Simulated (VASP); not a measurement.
Runs of VASP 6.6.1 on Ta2F. The structure is that of space group P-3m1 (No. 164), or close to it. The cells are those of the table. 

| task | spin | cell | k mesh | cutoff (eV) | smearing | gap on the mesh (eV) | pressure (GPa) | largest force (eV/Å) |
| --- | --- | --- | --- | --- | --- | --- | --- | --- |
| single point | off | a = 2.939, b = 2.939, c = 13.682 Å, angles 90.0, 90.0, 120.0°, 6 atoms | 12 × 12 × 4 | 520 | gaussian 0.1 eV | none | (a) | (b) |
| single point | collinear, ferromagnetic start | a = 2.935, b = 2.935, c = 13.241 Å, angles 90.0, 90.0, 120.0°, 6 atoms | 6 × 6 × 2 | 520 | gaussian 0.1 eV | none | 0.5 | 0.11 |
| single point | off | a = 2.935, b = 2.935, c = 13.241 Å, angles 90.0, 90.0, 120.0°, 6 atoms | 6 × 6 × 2 | 520 | gaussian 0.2 eV | none | 0.4 | 0.09 |
| relaxation of cell and atoms | off | relaxed from a = 2.850, b = 2.850, c = 12.200 Å, angles 90.0, 90.0, 120.0°, 6 atoms | 6 × 6 × 2 | 600 | gaussian 0.2 eV | none | 0.0 | 0.08 |

Alike in all rows: level PBE; potentials or basis VASP PAW PBE potentials, release 64 (Ta_pv, F).

Problem. Fill in the values left out.

Solution. (a) 0.1; (b) 0.04.

Caveats: some runs use coarse meshes; spin-orbit coupling is left out, which moves the levels of the heavy elements; the relaxation stopped at a loose force limit of 0.08 eV/Å, so its end isn't a converged minimum (some runs).

A k mesh can miss the band edges, and the runs leave out spin-orbit coupling on Ta.

A gap of «none» marks levels without a gap at the run's occupations.
